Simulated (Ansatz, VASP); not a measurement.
**Two plane-wave programs on CdTe5**

```
Cd Te
1.0
     6.70394    0.00000    0.00000
    -3.35197    5.80578    0.00000
     0.00000    0.00000    5.51743
Cd Te
1 5
Direct
  0.00000 0.00000 0.00000
  0.00000 0.50000 0.50000
  0.50000 0.50000 0.50000
  0.33333 0.66667 0.00000
  0.50000 0.00000 0.50000
  0.66667 0.33333 0.00000
```

Change from the starting cell: species swapped into the GdRh5 type (P6/mmm, No. 191).

Alike in both runs: task relaxation of cell and atoms; functional PBE; k mesh 6 × 6 × 8; occupations gaussian, width 0.1 eV; no spin polarisation.

|  | VASP | Ansatz |
| --- | --- | --- |
| version | VASP 6.6.1 | Ansatz 0.2.0 |
| potentials or method | VASP PAW PBE potentials, release 64 (Cd, Te), cutoff 600 eV | scalar-relativistic, plane waves, PAW |
| valence electrons in the cell | 42 | 100 |

|  | VASP | Ansatz | Ansatz less VASP |
| --- | --- | --- | --- |
| gap on the k mesh at the Fermi level, each at its own relaxed structure (eV) | none | none | - |
| relaxed volume (Å³/atom) | 34.48 | 34.48 | +0.004 |
| relaxed cell length with the largest relative difference (Å) | 4.899 | 4.911 | +0.0116 |

A gap of «none» marks a metal or a gap that the smearing closes. VASP's potentials hold 42 valence electrons a cell and Ansatz's 100, so a difference there can come from the potentials and not from the codes.

Spin-orbit coupling is off throughout.
